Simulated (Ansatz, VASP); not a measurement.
One calculation of PbO, two programs

```
CELL_PARAMETERS angstrom
4.17312 0.00000 0.00000
0.00000 4.17312 0.00000
0.00000 0.00000 5.27310
ATOMIC_POSITIONS crystal
Pb 0.00000 0.50000 0.23510
Pb 0.50000 0.00000 0.76490
O 0.00000 0.00000 0.00000
O 0.50000 0.50000 0.00000
```

Change from the starting cell: strain +0.050 along x and y, +0.050 along z, atoms carried along.

Alike in both runs: task single point; functional PBE; k mesh 8 × 8 × 6; occupations gaussian, width 0.05 eV; no spin polarisation.

|  | VASP | Ansatz |
| --- | --- | --- |
| version | VASP 6.6.1 | Ansatz 0.2.0 |
| potentials or method | VASP PAW PBE potentials, release 64 (Pb_d, O), cutoff 520 eV | scalar-relativistic, plane waves, PAW |
| valence electrons in the cell | 40 | 40 |

```csv
,VASP,Ansatz,Ansatz less VASP
gap on the k mesh at the Fermi level (eV),1.42,1.41,-0.004
least direct gap on the mesh (eV),1.90,1.90,0.000
pressure (GPa),-5.2,-5.2,0.00
"traceless stress, the component that is largest in VASP (GPa)",0.44,0.45,+0.010
rms of the force components (eV/Å),0.494,0.504,+0.0102
```

Atom by atom the forces differ by 0.010 eV/Å (rms over components).

Spin-orbit coupling is off throughout.
